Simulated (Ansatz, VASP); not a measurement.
**One calculation of PC4, two programs**

```
CELL_PARAMETERS angstrom
2.31171 -1.35405 0.36297
2.31171 1.35405 0.36297
0.70584 0.00000 5.79366
ATOMIC_POSITIONS crystal
P 0.00000 0.00000 0.00000
C 0.72654 0.72654 0.81285
C 0.18521 0.18521 0.44954
C 0.81479 0.81479 0.55046
C 0.27346 0.27346 0.18715
```

Change from the starting cell: species swapped into the AlAu4 type (C2/m, No. 12).

Alike in both runs: functional PBE; k mesh 6 × 6 × 2; occupations gaussian, width 0.1 eV; no spin polarisation.

Ansatz relaxed the structure, and its values are those at the end. VASP's run is a single point on that final structure, the one shown.

|  | VASP | Ansatz |
| --- | --- | --- |
| version | VASP 6.6.1 | Ansatz 0.2.0 |
| potentials or method | VASP PAW PBE potentials, release 64 (P, C), cutoff 520 eV | scalar-relativistic, plane waves, PAW |
| valence electrons in the cell | 21 | 21 |

VASP gave:

```
gap on the k mesh at the Fermi level (eV) : none
pressure (GPa)                            : -0.3
rms of the force components (eV/Å)        : 0.031
```

**Question.** Which values does Ansatz return?

**Answer.** gap on the k mesh at the Fermi level (eV): none; pressure (GPa): 0.0; rms of the force components (eV/Å): 0.007.

A gap of «none» marks a metal or a gap that the smearing closes.

The k mesh is coarse, so the values compare programs but aren't converged.
